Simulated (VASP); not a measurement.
# Pd in VASP: notebook, part 2 of 2

VASP 6.6.1.

## 3. Single point, LDA

This run uses another cell than the first one, of 13.94 Å³/atom.

Input file INCAR:

```
ALGO = Fast
EDIFF = 1E-6
ENCUT = 520
ISIF = 2
ISMEAR = 0
ISYM = 0
LASPH = T
LCHARG = T
LELF = T
LREAL = F
LVHAR = T
LWAVE = F
NBANDS = 17
NELM = 100
PREC = Accurate
SIGMA = 0.1
```

Input file KPOINTS:

```
k-points
0
Gamma
  9 9 17
```

Input file POSCAR:

```
Pd
1.0
    3.7454356741      0.0000000000     -0.0032011972
    0.0000000000      3.7454370421      0.0000000000
   -1.8744077613      0.0000000000      1.9892343776
Pd
2
Direct
    0.0000000000      0.0000000000      0.0000000000
    0.5000000000      0.5000000000      0.0000000000
```

Potentials or basis: VASP PAW LDA potentials, release 64 (Pd).

Run with:

```sh
cat potpaw_LDA.64/Pd/POTCAR > POTCAR
mpirun -np 1 vasp_std > vasp.out
```

OUTCAR:

```text
EDIFF = 1E-6
   ENCUT = 520
   ISIF = 2
   ISMEAR = 0
   ISYM = 0
   LASPH = T
   LREAL = F
   NELM = 100
   PREC = Accurate

 ion  position               nearest neighbor table
   1  0.000  0.000  0.000-   2 2.65   2 2.65   2 2.65   2 2.65   2 2.73   2 2.73   2 2.73   2 2.73

   2  0.500  0.500  0.000-   1 2.65   1 2.65   1 2.65   1 2.65   1 2.73   1 2.73   1 2.73   1 2.73

IMPORTANT INFORMATION: All symmetrisations will be switched off!
NOSYMM: (Re-)initialisation of all symmetry stuff for point group C_1.

----------------------------------------------------------------------------------------

                                     Primitive cell

  volume of cell :      27.8831

  direct lattice vectors                    reciprocal lattice vectors
     3.745435674  0.000000000 -0.003201197     0.267206833  0.000000000  0.251782579
     0.000000000  3.745437042  0.000000000     0.000000000  0.266991539  0.000000000
    -1.874407761  0.000000000  1.989234378     0.000430006  0.000000000  0.503111155

  length of vectors
     3.745437042  3.745437042  2.733213834     0.367142968  0.266991539  0.503111339

  position of ions in fractional coordinates (direct lattice)
     0.000000000  0.000000000  0.000000000
     0.500000000  0.500000000  0.000000000

  ion indices of the primitive-cell ions
   primitive index   ion index
                 1           1
                 2           2

----------------------------------------------------------------------------------------

 KPOINTS: k-points

Automatic generation of k-mesh.
 Grid dimensions read from file:
 generate k-points for:    9    9   17

 Generating k-lattice:

  Cartesian coordinates                     Fractional coordinates (reciprocal lattice)
     0.029689648  0.000000000  0.027975842     0.111111111  0.000000000  0.000000000
     0.000000000  0.029665727  0.000000000     0.000000000  0.111111111  0.000000000
     0.000025294  0.000000000  0.029594774     0.000000000  0.000000000  0.058823529

  Length of vectors
     0.040793663  0.029665727  0.029594785

  Shift w.r.t. Gamma in fractional coordinates (k-lattice)
     0.000000000  0.000000000  0.000000000

 Subroutine IBZKPT returns following result:
 ===========================================

 Found    689 irreducible k-points:

 Following reciprocal coordinates:
            Coordinates               Weight
  0.000000  0.000000  0.000000      1.000000
  0.111111  0.000000  0.000000      2.000000
  0.222222  0.000000  0.000000      2.000000
  0.333333  0.000000  0.000000      2.000000
  0.444444  0.000000  0.000000      2.000000
  0.000000  0.111111  0.000000      2.000000
[... 16 lines left out ...]
 -0.444444  0.222222  0.000000      2.000000
  0.000000  0.333333  0.000000      2.000000
 [... further k-points ...]
   k-points           NKPTS =    689   k-points in BZ     NKDIM =    689   number of bands    NBANDS=     17
   number of dos      NEDOS =    301   number of ions     NIONS =      2
   total plane-waves  NPLWV =  15680
   dimension x,y,z NGX =    28 NGY =   28 NGZ =   20
   dimension x,y,z NGXF=    56 NGYF=   56 NGZF=   40
   ions per type =               2
   NGX,Y,Z   is equivalent  to a cutoff of  12.43, 12.43, 12.16 a.u.
   NGXF,Y,Z  is equivalent  to a cutoff of  24.86, 24.86, 24.33 a.u.
 SYSTEM =  unknown system
   PREC   = accura    normal or accurate (medium, high low for compatibility)
   ISTART =      0    job   : 0-new  1-cont  2-samecut
   ICHARG =      2    charge: 1-file 2-atom 10-const
   ISPIN  =      1    spin polarized calculation?
   LNONCOLLINEAR =      F non collinear calculations
   LSORBIT =      F    spin-orbit coupling
   LASPH  =      T    aspherical Exc in radial PAW
   ENCUT  =  520.0 eV  38.22 Ry    6.18 a.u.   6.96  6.96  5.08*2*pi/ulx,y,z
   NELM   =    100;   NELMIN=  2; NELMDL= -5     # of ELM steps
   EDIFF  = 0.1E-05   stopping-criterion for ELM
   LREAL  =      F    real-space projection
   EDIFFG = 0.1E-04   stopping-criterion for IOM
   NSW    =      0    number of steps for IOM
   IBRION =     -1    ionic relax: 0-MD 1-quasi-New 2-CG
   NFREE  =      0    steps in history (QN), initial steepest desc. (CG)
   ISIF   =      2    stress and relaxation
   ISYM   =      0    0-nonsym 1-usesym 2-fastsym
   POTIM  = 0.5000    time-step for ionic-motion
   TEBEG  =    0.0;   TEEND  =   0.0 temperature during run
   PSTRESS=    0.0 pullay stress
   NELECT =      20.0000    total number of electrons
   NUPDOWN=      -1.0000    fix difference up-down
   EMIN   =  10.00;   EMAX   =-10.00  energy-range for DOS
   EFERMI =   0.00;   METHOD = LEGACY
   ISMEAR =     0;   SIGMA  =   0.10  broadening in eV -4-tet -1-fermi 0-gaus
   EFERMI_NEDOS =   21; number of points for ismear=-14 and -15
   IALGO  =     68    algorithm
   IMIX   =      4    mixing-type and parameters
     AMIX     =   0.40;   BMIX     =  1.00
     AMIX_MAG =   1.60;   BMIX_MAG =  1.00
  volume/ion in A,a.u.               =      13.94        94.08
  Fermi-wavevector in a.u.,A,eV,Ry     =   1.465451  2.769300 29.219132  2.147546
  Thomas-Fermi vector in A             =   2.581306
   LORBIT       =      0    0 simple, 1 ext, 2 COOP (PROOUT), +10 PAW based schemes
   GGA     = CA    functional components
   LHFCALC =     F    Hartree Fock is set to
   AEXX    =    0.0000 exact exchange contribution
   IVDW    =     0    specifies the selected vdW correction
   LEPSILON=     F    determine dielectric tensor
   LRPA    =     F    only Hartree local field effects (RPA)
 non-spin polarized calculation
 RMM-DIIS sequential band-by-band and
 Gauss-broadening in eV      SIGMA  =   0.10
  energy-cutoff  :      520.00
  volume of cell :       27.88
 maximum number of plane-waves:       770
   NGX = 13   NGY = 13   NGZ = 11

 number of electron      19.9999995 magnetization

 Free energy of the ion-electron system (eV)
  ---------------------------------------------------
  ext. energy  EPLUGINS =         0.00000000
  ---------------------------------------------------
  free energy    TOTEN  =       -12.98094870 eV

  energy without entropy =      -12.95880174  energy(sigma->0) =      -12.96987522

 E-fermi :  10.5739     XC(G=0): -13.8639

 val. band max:       10.5736812855   @ k =  -0.1111   0.0000   0.4706
 cond. band min:      10.5774932805   @ k =  -0.1111   0.0000   0.0588
 fundamental gap:      0.0038119951
 Fermi energy:        10.5739296689

 k-point     1 :       0.0000    0.0000    0.0000
  band No.  band energies     occupation
      1       2.9071      2.00000
      2       4.6550      2.00000
      3       4.9882      2.00000
      4       7.0426      2.00000
      5       7.6739      2.00000
      6       7.6747      2.00000
[... 9 lines left out ...]
     16      27.7873      0.00000
     17      31.7742      0.00000

 k-point     2 :       0.1111    0.0000    0.0000
  band No.  band energies     occupation
      1       3.2141      2.00000
      2       4.8431      2.00000
      3       5.1802      2.00000
      4       7.0386      2.00000
      5       7.6643      2.00000
      6       7.7984      2.00000
[... 9 lines left out ...]
     16      28.1495      0.00000
     17      31.0398      0.00000

 k-point     3 :       0.2222    0.0000    0.0000
  band No.  band energies     occupation
      1       4.0564      2.00000
      2       5.2630      2.00000
      3       5.7748      2.00000
      4       6.9165      2.00000
      5       7.8187      2.00000
      6       7.9644      2.00000
[... 392 lines left out ...]
 k-point    23 :      -0.4444    0.2222    0.0000
  band No.  band energies     occupation
      1       5.2348      2.00000
      2       5.4873      2.00000
      3       7.0224      2.00000
      4       7.3194      2.00000
      5       7.8142      2.00000
      6       7.8839      2.00000
[... 9 lines left out ...]
     16      27.9093      0.00000
     17      29.2463      0.00000

 k-point    24 :       0.0000    0.3333    0.0000
  band No.  band energies     occupation
      1       4.2566      2.00000
      2       5.2525      2.00000
      3       5.5628      2.00000
      4       6.8881      2.00000
      5       7.8060      2.00000
      6       8.2193      2.00000
[... 9 lines left out ...]
     16      29.2947      0.00000
     17      30.4688      0.00000

 [... further k-points ...]

------------------------ aborting loop because EDIFF is reached ----------------------------------------

  FORCE on cell =-STRESS in cart. coord.  units (eV):
  Direction    XX          YY          ZZ          XY          YZ          ZX
  --------------------------------------------------------------------------------------
  -------------------------------------------------------------------------------------
  Total        1.0260645      1.0177818      0.0609042     -0.0000062      0.0000028     -0.0055883
  in kB       58.9582179     58.4822869      3.4995868     -0.0003538      0.0001589     -0.3211060
  external PRESSURE =      40.3133639 kB  Pullay stress =       0.0000000 kB

 VOLUME and BASIS-vectors are now :
 -----------------------------------------------------------------------------
  energy-cutoff  :      520.00
  volume of cell :       27.88
      direct lattice vectors                 reciprocal lattice vectors
     3.745435674  0.000000000 -0.003201197     0.267206833  0.000000000  0.251782579
     0.000000000  3.745437042  0.000000000     0.000000000  0.266991539  0.000000000
    -1.874407761  0.000000000  1.989234378     0.000430006  0.000000000  0.503111155

 POSITION                                       TOTAL-FORCE (eV/Angst)
 -----------------------------------------------------------------------------------
      0.00000      0.00000      0.00000         0.000001      0.000000      0.000001
      1.87272      1.87272     -0.00160        -0.000001     -0.000000     -0.000001
 -----------------------------------------------------------------------------------
    total drift:                                0.000002      0.000002      0.000002

  FREE ENERGIE OF THE ION-ELECTRON SYSTEM (eV)
  ---------------------------------------------------
  free  energy   TOTEN  =       -12.9809486966 eV

  energy  without entropy=      -12.9588017355  energy(sigma->0) =      -12.96987522
```

OSZICAR:

```text
N       E                     dE             d eps       ncg     rms          rms(c)
DAV:   1     0.110140362840E+03    0.11014E+03   -0.10107E+04 23434   0.115E+03
DAV:   2    -0.117897750205E+02   -0.12193E+03   -0.11566E+03 24989   0.261E+02
DAV:   3    -0.136730688357E+02   -0.18833E+01   -0.18678E+01 28444   0.359E+01
DAV:   4    -0.136862200443E+02   -0.13151E-01   -0.13149E-01 27765   0.294E+00
DAV:   5    -0.136864223168E+02   -0.20227E-03   -0.20227E-03 28361   0.366E-01    0.135E+01
RMM:   6    -0.130278964618E+02    0.65853E+00   -0.11937E+00 23495   0.891E+00    0.641E+00
RMM:   7    -0.129907760867E+02    0.37120E-01   -0.31549E-02 25428   0.152E+00    0.295E+00
RMM:   8    -0.129809554017E+02    0.98207E-02   -0.66917E-03 26832   0.751E-01    0.183E-01
RMM:   9    -0.129809304091E+02    0.24993E-04   -0.71516E-04 28803   0.197E-01    0.564E-02
RMM:  10    -0.129809468455E+02   -0.16436E-04   -0.14910E-04 28366   0.725E-02    0.551E-02
RMM:  11    -0.129809551526E+02   -0.83071E-05   -0.26386E-05 27441   0.343E-02    0.531E-02
RMM:  12    -0.129809667638E+02   -0.11611E-04   -0.11545E-05 25273   0.204E-02    0.653E-02
RMM:  13    -0.129809487298E+02    0.18034E-04   -0.37811E-05 25766   0.497E-02    0.840E-03
RMM:  14    -0.129809486966E+02    0.33186E-07   -0.14638E-06 16205   0.875E-03
   1 F= -.12980949E+02 E0= -.12969875E+02  d E =-.221470E-01
```

It took 4.4 min on 1 thread of Intel Xeon Platinum 8259CL at 2.50GHz (Skylake/Cascade Lake), shared host; peak memory 0.35 GiB.

Results:

| Quantity | Value |
| --- | --- |
| Free energy | -12.9809 eV |
| Pressure | 4.0 GPa |
| Band gap on the k mesh | zero (bands 10 and 11 overlap by 1.54 eV) |

Caveat: the cell stands under pressure.
